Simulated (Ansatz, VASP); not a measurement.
**TiO2: VASP beside Ansatz**

File INCAR:

```
SYSTEM = TiO2
PREC = Accurate
ENCUT = 600
EDIFF = 1E-6
ISMEAR = 0
SIGMA = 0.01
LREAL = .False.
LASPH = .True.
NELM = 100
ALGO = Normal
ISIF = 3
LWAVE = .False.
LCHARG = .False.
GGA = PS
IBRION = 2
NSW = 80
EDIFFG = -0.001
```

KPOINTS

```
Automatic mesh
0
Gamma
  10 10 10
  0 0 0
```

The input POSCAR:

```
TiO2
1.0
   -1.8848916298      1.8848916298      4.7758664458
    1.8848916298     -1.8848916298      4.7758664458
    1.8848916298      1.8848916298     -4.7758664458
Ti O
2 4
Direct
    0.0000000000      0.0000000000      0.0000000000
    0.7500000000      0.2500000000      0.5000000000
    0.2075275981      0.2075275981      0.0000000000
    0.9575275981      0.4575275981      0.5000000000
    0.5424724019      0.0424724019      0.5000000000
    0.7924724019      0.7924724019      0.0000000000
```

Input for Ansatz:

```yaml
crystal:
  lattice:
    - [-1.8848916298, 1.8848916298, 4.7758664433]
    - [1.8848916298, -1.8848916298, 4.7758664433]
    - [1.8848916298, 1.8848916298, -4.7758664433]
  atoms:
    - { symbol: Ti, position: [0.0, 0.0, 0.0] }
    - { symbol: Ti, position: [0.75, 0.25, 0.5] }
    - { symbol: O, position: [0.2075275981, 0.2075275981, 0.0] }
    - { symbol: O, position: [0.9575275981, 0.4575275981, 0.5] }
    - { symbol: O, position: [0.5424724019, 0.0424724019, 0.5] }
    - { symbol: O, position: [0.7924724019, 0.7924724019, 0.0] }
basis:
  ecutwfc: 420
kpoints:
  mp_grid: { grid: [10, 10, 10] }
hamiltonian:
  xc: pbesol
scf:
  occupations: { method: fixed }
output:
  forces: true
  stress: true
  eigenvalues: true
relax:
  adjacent_minimum: "off"
  f_tol: 0.001
  max_steps: 60
  cell: { stress_tol: 0.01 }
```

Alike in both runs: task relaxation of cell and atoms; functional PBEsol; k mesh 10 × 10 × 10; no spin polarisation.

|  | VASP | Ansatz |
| --- | --- | --- |
| version | VASP 6.6.1 | Ansatz 0.2.0 |
| potentials or method | VASP PAW PBE potentials, release 64 (Ti_sv, O), cutoff 600 eV | scalar-relativistic, plane waves, PAW |
| occupations | gaussian, width 0.01 eV | fixed |
| valence electrons in the cell | 48 | 48 |

|  | VASP | Ansatz | Ansatz less VASP |
| --- | --- | --- | --- |
| gap on the k mesh at the Fermi level, each at its own relaxed structure (eV) | 2.09 | 2.12 | +0.029 |
| relaxed volume (Å³/atom) | 11.34 | 11.31 | -0.024 |
| relaxed cell length with the largest relative difference (Å) | 5.473 | 5.469 | -0.0041 |

VASP's potentials were made for PBE, not for PBEsol.
